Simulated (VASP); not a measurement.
BaTiO3:

```
CELL_PARAMETERS angstrom
3.96980 0.00000 0.00000
0.00000 3.96980 0.00000
0.00000 0.00000 3.96980
ATOMIC_POSITIONS crystal
Ba 0.00000 0.00000 0.00000
Ti 0.50000 0.50000 0.50000
O 0.50000 0.50000 0.00000
O 0.50000 0.00000 0.50000
O 0.00000 0.50000 0.50000
```

| Property | Result |
| --- | --- |
| Program | VASP 6.6.1 |
| Task | relaxation of cell and atoms |
| Functional | r2SCAN |
| Dispersion | rVV10 |
| Potentials or basis | VASP PAW PBE potentials, release 64 (Ba_sv, Ti_sv, O) |
| Cutoff | 660 eV |
| k mesh | 6 × 6 × 6 |
| Occupations | fermi-dirac, width 0.03 eV |
| Spin | no spin polarisation |

At the start: pressure 4.0 GPa; volume 12.51 Å³/atom.

Question: Where does the relaxation end?

Answer: Over 3 steps the energy falls by 3.2 meV/atom and the volume is 12.78 Å³/atom (+2.1 %); space group Pm-3m (No. 221, to 0.1 Å) before and after.

Step by step:
```csv
step,energy change (eV),largest force (eV/Å),pressure (GPa),volume (Å³)
1,0.0000,0.0000,4.01,62.56
2,0.0052,0.0000,-4.23,65.44
3,-0.0161,0.0000,-0.01,63.88
```

Final structure:
```
CELL_PARAMETERS angstrom
3.99744 0.00000 0.00000
0.00000 3.99744 0.00000
0.00000 0.00000 3.99744
ATOMIC_POSITIONS crystal
Ba 0.00000 0.00000 0.00000
Ti 0.50000 0.50000 0.50000
O 0.50000 0.50000 0.00000
O 0.50000 0.00000 0.50000
O 0.00000 0.50000 0.50000
```

Caveat: the PAW data sets were made with another functional, which shifts forces and pressure a little.
